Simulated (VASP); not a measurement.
# V (Im-3m) in VASP: a series of runs

The runs below take V through single point, with RPBE.

Everything below comes from runs of VASP 6.6.1. Logs are shortened: lines on timing, memory, paths and dates and some standing lists are left out, and cuts for length are marked.

## (1) The cell of the first run

The structure is cubic, space group Im-3m (No. 229). Conventional cell: a = 2.894 Å, b = 2.894 Å, c = 2.894 Å, α = 90.00°, β = 90.00°, γ = 90.00°. Within 3.3 Å of V (site symmetry m-3m) lie 14 V at 2.51 to 2.89 Å.

## (2) Single point, RPBE, collinear spin, ferromagnetic start (12.12 Å³/atom)

File INCAR:

```
PREC = Accurate ; ENCUT = 520
EDIFF = 1E-6 ; ISMEAR = -1
SIGMA = 0.05 ; LREAL = False
LASPH = True ; NELM = 150
ALGO = Normal ; ISIF = 2
LWAVE = False ; LCHARG = False
ISPIN = 2 ; MAGMOM = 1
LORBIT = 11 ; LMAXMIX = 4
GGA = RP ; NBANDS = 16
```

File KPOINTS:

```
regular mesh
0
Gamma
  24 24 24
```

File POSCAR:

```
V
1.0
   -1.4471019766      1.4471019766      1.4471019766
    1.4471019766     -1.4471019766      1.4471019766
    1.4471019766      1.4471019766     -1.4471019766
V
1
Direct
    0.0000000000      0.0000000000      0.0000000000
```

Potentials or basis: VASP PAW PBE potentials, release 64 (V_sv).

The run is started by

```sh
$ cat potpaw_PBE.64/V_sv/POTCAR > POTCAR
$ mpirun -np 1 vasp_std > vasp.out
```

OUTCAR:

```text
PREC = Accurate
   ENCUT = 520
   EDIFF = 1E-6
   ISMEAR = -1
   LREAL = False
   LASPH = True
   NELM = 150
   ISIF = 2
   ISPIN = 2
   LORBIT = 11
   GGA = RP

 ion  position               nearest neighbor table
   1  0.000  0.000  0.000-

  LATTYP: Found a body centered cubic cell.
 ALAT       =     2.8942039532

  Lattice vectors:

 A1 = (  -1.4471019766,   1.4471019766,   1.4471019766)
 A2 = (   1.4471019766,  -1.4471019766,   1.4471019766)
 A3 = (   1.4471019766,   1.4471019766,  -1.4471019766)

Analysis of symmetry for initial positions (statically):
=====================================================================
 Subroutine PRICEL returns:
 Original cell was already a primitive cell.

 Routine SETGRP: Setting up the symmetry group for a
 body centered cubic supercell.

 Subroutine GETGRP returns: Found 48 space group operations
 (whereof 48 operations were pure point group operations)
 out of a pool of 48 trial point group operations.

The static configuration has the point symmetry O_h .

Analysis of symmetry for dynamics (positions and initial velocities):
=====================================================================
 Subroutine PRICEL returns:
 Original cell was already a primitive cell.

 Routine SETGRP: Setting up the symmetry group for a
 body centered cubic supercell.

 Subroutine GETGRP returns: Found 48 space group operations
 (whereof 48 operations were pure point group operations)
 out of a pool of 48 trial point group operations.

The dynamic configuration has the point symmetry O_h .

Analysis of structural, dynamic, and magnetic symmetry:
=====================================================================
 Subroutine PRICEL returns:
 Original cell was already a primitive cell.

 Routine SETGRP: Setting up the symmetry group for a
 body centered cubic supercell.

 Subroutine GETGRP returns: Found 48 space group operations
 (whereof 48 operations were pure point group operations)
 out of a pool of 48 trial point group operations.

The overall configuration has the point symmetry O_h .

 Subroutine INISYM returns: Found 48 space group operations
 (whereof 48 operations are pure point group operations),
 and found     1 'primitive' translations

----------------------------------------------------------------------------------------

                                     Primitive cell

[... 102 lines left out ...]
   EFERMI =   0.00;   METHOD = LEGACY
   ISMEAR =    -1;   SIGMA  =   0.05  broadening in eV -4-tet -1-fermi 0-gaus
   EFERMI_NEDOS =   21; number of points for ismear=-14 and -15
   IALGO  =     38    algorithm
   IMIX   =      4    mixing-type and parameters
     AMIX     =   0.40;   BMIX     =  1.00
     AMIX_MAG =   1.60;   BMIX_MAG =  1.00
  volume/ion in A,a.u.               =      12.12        81.80
  Fermi-wavevector in a.u.,A,eV,Ry     =   1.675728  3.166666 38.206027  2.808064
  Thomas-Fermi vector in A             =   2.760296
   LORBIT       =     11    0 simple, 1 ext, 2 COOP (PROOUT), +10 PAW based schemes
   GGA     = RP    functional components
   LHFCALC =     F    Hartree Fock is set to
   AEXX    =    0.0000 exact exchange contribution
   IVDW    =     0    specifies the selected vdW correction
   LEPSILON=     F    determine dielectric tensor
   LRPA    =     F    only Hartree local field effects (RPA)
 spin polarized calculation
  energy-cutoff  :      520.00
  volume of cell :       12.12
 maximum number of plane-waves:       339
   NGX =  9   NGY =  9   NGZ =  9

 number of electron      13.0000001 magnetization      -0.0009671

 number of electron      13.0000001 magnetization       0.0009622

 Free energy of the ion-electron system (eV)
  ---------------------------------------------------
  ext. energy  EPLUGINS =         0.00000000
  ---------------------------------------------------
  free energy    TOTEN  =        -8.37970912 eV

  energy without entropy =       -8.36673663  energy(sigma->0) =       -8.37322287

 E-fermi :  11.1952     XC(G=0): -13.3705

 val. band max:       11.1941694573   @ k =  -0.2917   0.3750   0.1250
 cond. band min:      11.2050734968   @ k =  -0.2917   0.4167   0.1250
 fundamental gap:      0.0109040395
 Fermi energy:        11.1952456846

 spin component 1

 k-point     1 :       0.0000    0.0000    0.0000
  band No.  band energies     occupation
      1     -52.5529      1.00000
      2     -25.5839      1.00000
      3     -25.5839      1.00000
      4     -25.5839      1.00000
      5       4.3958      1.00000
      6      11.6263      0.00018
[... 435 lines left out ...]
      5       7.6926      1.00000
      6       9.8609      1.00000
[... 8 lines left out ...]
     15      40.5714      0.00000
     16      41.7523      0.00000

 [... further k-points ...]

 spin component 2

 k-point     1 :       0.0000    0.0000    0.0000
  band No.  band energies     occupation
      1     -52.5520      1.00000
      2     -25.5830      1.00000
      3     -25.5830      1.00000
      4     -25.5830      1.00000
      5       4.3965      1.00000
      6      11.6273      0.00018
[... 435 lines left out ...]
      5       7.6933      1.00000
      6       9.8618      1.00000
[... 8 lines left out ...]
     15      40.5721      0.00000
     16      41.7530      0.00000

 [... further k-points ...]

------------------------ aborting loop because EDIFF is reached ----------------------------------------

  FORCE on cell =-STRESS in cart. coord.  units (eV):
  Direction    XX          YY          ZZ          XY          YZ          ZX
  --------------------------------------------------------------------------------------
  -------------------------------------------------------------------------------------
  Total        2.1692442      2.1692442      2.1692442      0.0000000      0.0000000     -0.0000000
  in kB      286.7224073    286.7224073    286.7224073      0.0000000      0.0000000     -0.0000000
  external PRESSURE =     286.7224073 kB  Pullay stress =       0.0000000 kB

 VOLUME and BASIS-vectors are now :
 -----------------------------------------------------------------------------
  energy-cutoff  :      520.00
  volume of cell :       12.12
      direct lattice vectors                 reciprocal lattice vectors
    -1.447101977  1.447101977  1.447101977     0.000000000  0.345518152  0.345518152
     1.447101977 -1.447101977  1.447101977     0.345518152  0.000000000  0.345518152
     1.447101977  1.447101977 -1.447101977     0.345518152  0.345518152  0.000000000

 POSITION                                       TOTAL-FORCE (eV/Angst)
 -----------------------------------------------------------------------------------
      0.00000      0.00000      0.00000         0.000000      0.000000      0.000000
 -----------------------------------------------------------------------------------
    total drift:                                0.000000     -0.000000      0.000000

  FREE ENERGIE OF THE ION-ELECTRON SYSTEM (eV)
  ---------------------------------------------------
  free  energy   TOTEN  =        -8.3797091174 eV

  energy  without entropy=       -8.3667366321  energy(sigma->0) =       -8.37322287

 total charge

# of ion       s       p       d       tot
------------------------------------------
    1        2.373   6.258   3.214  11.846

 magnetization (x)

# of ion       s       p       d       tot
------------------------------------------
    1        0.000   0.000   0.000   0.001
```

OSZICAR:

```text
N       E                     dE             d eps       ncg     rms          rms(c)
DAV:   1     0.909541685002E+02    0.90954E+02   -0.66864E+03 26768   0.946E+02
DAV:   2    -0.787941994442E+01   -0.98834E+02   -0.94690E+02 29216   0.272E+02
DAV:   3    -0.936783891722E+01   -0.14884E+01   -0.14865E+01 29864   0.362E+01
DAV:   4    -0.937304167099E+01   -0.52028E-02   -0.52027E-02 31576   0.224E+00
DAV:   5    -0.937308195703E+01   -0.40286E-04   -0.40286E-04 30136   0.183E-01    0.212E+01
DAV:   6    -0.839359564887E+01    0.97949E+00   -0.11828E+00 27144   0.194E+01    0.368E+00
DAV:   7    -0.838132882917E+01    0.12267E-01   -0.43593E-02 30288   0.232E+00    0.186E+00
DAV:   8    -0.838102927481E+01    0.29955E-03   -0.36757E-03 27656   0.732E-01    0.105E+00
DAV:   9    -0.837939809945E+01    0.16312E-02   -0.14026E-03 29768   0.440E-01    0.220E-01
DAV:  10    -0.837970127826E+01   -0.30318E-03   -0.36229E-04 29824   0.207E-01    0.322E-02
DAV:  11    -0.837970747026E+01   -0.61920E-05   -0.18314E-05 29184   0.473E-02    0.199E-02
DAV:  12    -0.837970908004E+01   -0.16098E-05   -0.57944E-06 28984   0.236E-02    0.506E-03
DAV:  13    -0.837970911737E+01   -0.37331E-07   -0.14447E-07 15664   0.360E-03
   1 F= -.83797091E+01 E0= -.83732229E+01  d E =-.129725E-01  mag=     0.0004
```

Run time: 3.7 min. Hardware: 1 thread of Intel Xeon 8259CL, shared host; peak memory 0.23 GiB.

What came out:

```yaml
Free_energy: -8.3797 eV
Pressure: 28.7 GPa
Net_moment: 0.00 μB per cell
Valence_electrons_inside_the_program's_atomic_spheres: V 11.85
```

Caveat: the cell stands under pressure; the moments typed at the start vanished in this run; the PAW data sets were made with another functional, which shifts forces and pressure a little.

## (3) Single point, RPBE, collinear spin, ferromagnetic start (12.67 Å³/atom)

This run uses another cell than the first one, of 12.67 Å³/atom.

File INCAR:

```
  ALGO = Normal
  EDIFF = 1E-7
  ENCUT = 520
  GGA = RP
  ISIF = 2
  ISMEAR = -1
  ISPIN = 2
  LASPH = T
  LCHARG = T
  LELF = T
  LMAXMIX = 4
  LORBIT = 11
  LREAL = F
  LVHAR = T
  LWAVE = F
  MAGMOM = 1
  NBANDS = 16
  NELM = 150
  PREC = Accurate
  SIGMA = 0.05
```

File KPOINTS:

```
k-points
0
Gamma
  24 24 24
```

File POSCAR:

```
V
1.0
   -1.4687036983      1.4687036983      1.4687036983
    1.4687036983     -1.4687036983      1.4687036983
    1.4687036983      1.4687036983     -1.4687036983
V
1
Direct
    0.0000000000      0.0000000000      0.0000000000
```

Potentials or basis: VASP PAW PBE potentials, release 64 (V_sv).

The run is started by

```sh
$ cat potpaw_PBE.64/V_sv/POTCAR > POTCAR
$ mpirun -np 1 vasp_std > vasp.out
```

Run time: 4 min. Hardware: 1 thread of Intel Xeon 8259CL, shared host; peak memory 0.24 GiB.

It converged, with:

```yaml
Free_energy: -8.4585 eV
Pressure: 17.3 GPa
Net_moment: 0.00 μB per cell
Valence_electrons_inside_the_program's_atomic_spheres: V 11.76
```

Levels at points of the mesh, in eV from the Fermi level:
Spin up:
| k point | band 3 | band 4 | band 5 | band 6 | band 7 | band 8 | band 9 | band 10 | band 11 | band 12 |
| --- | --- | --- | --- | --- | --- | --- | --- | --- | --- | --- |
| (0.00, 0.00, 0.00) | -36.91 | -36.91 | -6.72 | 0.43 | 0.43 | 0.43 | 2.60 | 2.60 | 20.95 | 20.95 |
| (0.50, 0.00, 0.00) | -37.25 | -36.92 | -3.39 | -1.25 | 1.85 | 2.62 | 3.01 | 4.45 | 10.96 | 16.33 |
| (0.50, 0.50, 0.50) | -37.65 | -37.65 | -3.28 | -3.28 | 4.02 | 4.02 | 4.02 | 10.80 | 10.80 | 10.80 |
Spin down:
```tsv
k point	band 4	band 5	band 6	band 7	band 8	band 9	band 10	band 11
(0.00, 0.00, 0.00)	-36.91	-6.72	0.43	0.43	0.43	2.60	2.60	20.95
(0.50, 0.00, 0.00)	-36.92	-3.39	-1.25	1.85	2.62	3.01	4.45	10.96
(0.50, 0.50, 0.50)	-37.65	-3.28	-3.28	4.02	4.02	4.02	10.80	10.80
```

Caveat: the cell stands under pressure; the moments typed at the start vanished in this run; the PAW data sets were made with another functional, which shifts forces and pressure a little.

[end of part 1 of 2]
